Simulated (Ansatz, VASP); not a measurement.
# BAs: VASP beside Ansatz

```
B As
1.0
     0.00000    2.18849    2.84503
     2.18849    0.00000    2.84503
     2.18849    2.18849    0.00000
B As
1 1
Direct
  0.00000 0.00000 0.00000
  0.75000 0.75000 0.75000
```

Alike in both runs: task single point; functional PBE; k mesh 12 × 12 × 12; occupations gaussian, width 0.05 eV; no spin polarisation.

|  | VASP | Ansatz |
| --- | --- | --- |
| version | VASP 6.6.1 | Ansatz 0.2.0 |
| potentials or method | VASP PAW PBE potentials, release 64 (B, As), cutoff 520 eV | scalar-relativistic, plane waves, PAW |
| valence electrons in the cell | 8 | 18 |

|  | VASP | Ansatz | Ansatz less VASP |
| --- | --- | --- | --- |
| gap on the k mesh at the Fermi level (eV) | none | none | - |
| pressure (GPa) | 3.9 | 3.4 | -0.57 |
| traceless stress, the component that is largest in VASP (GPa) | -45.53 | -45.71 | -0.179 |

A gap of «none» marks a metal or a gap that the smearing closes. VASP's potentials hold 8 valence electrons a cell and Ansatz's 18, so a difference there can come from the potentials and not from the codes.
